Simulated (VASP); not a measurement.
The system is Be.

```
Be
1.0
     2.26164    0.00000    0.00000
    -1.13082    1.95864    0.00000
     0.00000    0.00000    5.35405
Be
3
Direct
  0.00000 0.00000 0.00000
  0.33333 0.66667 0.33333
  0.66667 0.33333 0.66667
```

- Program: VASP 6.6.1
- Task: relaxation of cell and atoms
- Functional: r2SCAN
- Potentials or basis: VASP PAW PBE potentials, release 64 (Be)
- Cutoff: 600 eV
- k mesh: 21 × 21 × 8
- Occupations: gaussian, width 0.1 eV
- Spin: no spin polarisation

At the start: pressure 0.3 GPa; volume 7.91 Å³/atom.

Problem. Where does the relaxation end?

Solution. Over 6 steps the energy falls by 6.9 meV/atom and the volume is 7.90 Å³/atom (-0.1 %); space group Fm-3m (No. 225, to 0.05 Å).

The path:
```
step  energy change (eV)  largest force (eV/Å)  pressure (GPa)  volume (Å³)
   1              0.0000                0.0000            0.32        23.72
   2             -0.0203                0.0000           -0.45        23.76
   3             -0.0205                0.0000           -0.46        23.77
   4             -0.0204                0.0000           -0.46        23.77
   5             -0.0205                0.0000           -0.46        23.77
   6             -0.0206                0.0000           -0.05        23.69
```

Final structure:
```yaml
crystal:
  lattice:
    - [2.23476, 0.00000, 0.00000]
    - [-1.11738, 1.93536, 0.00000]
    - [0.00000, 0.00000, 5.47728]
  atoms:
    - { symbol: Be, position: [0.00000, 0.00000, 0.00000] }
    - { symbol: Be, position: [0.33333, 0.66667, 0.33333] }
    - { symbol: Be, position: [0.66667, 0.33333, 0.66667] }
```

Caveat: the PAW data sets were made with another functional, which shifts forces and pressure a little.
